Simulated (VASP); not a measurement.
Runs of VASP 6.6.1 on MnAs. The structure is that of space group F-43m (No. 216), or close to it. The cells are those of the table. 

```csv
task,spin,cell,k mesh,gap on the mesh (eV),pressure (GPa),moment (μB)
single point,"collinear, ferromagnetic start","a = 4.017 Å, angles 60.0°, 2 atoms",6 × 6 × 6,none,(b),3.81
relaxation of cell and atoms,"collinear, ferromagnetic start","relaxed from a = 3.502 Å, angles 60.0°, 2 atoms",6 × 6 × 6,0.03,0.1,0.00
single point,collinear,"a = 4.011 Å, angles 60.0°, 2 atoms",16 × 16 × 16,none,-0.1,3.76
single point,"collinear, ferromagnetic start","a = 3.502 Å, angles 60.0°, 2 atoms",6 × 6 × 6,none,38.9,(a)
```

Alike in all rows: level PBE; potentials or basis VASP PAW PBE potentials, release 64 (Mn_pv, As); cutoff (eV) 500; smearing gaussian 0.1 eV.

Q: Estimate the missing entries.

A: (a) 1.19; (b) 0.0.

Caveats: some runs use coarse meshes; a cell with one magnetic atom can't hold antiferromagnetic order, which such compounds often take (at least some runs); the smearing spreads over this small gap (at least some runs); the moments typed at the start vanished in this run (at least some runs); semilocal functionals underestimate gaps, and a narrow one can read as zero (at least some runs).

A k mesh can miss the band edges, and the runs leave out spin-orbit coupling on As.

A gap of «none» marks levels without a gap at the run's occupations.
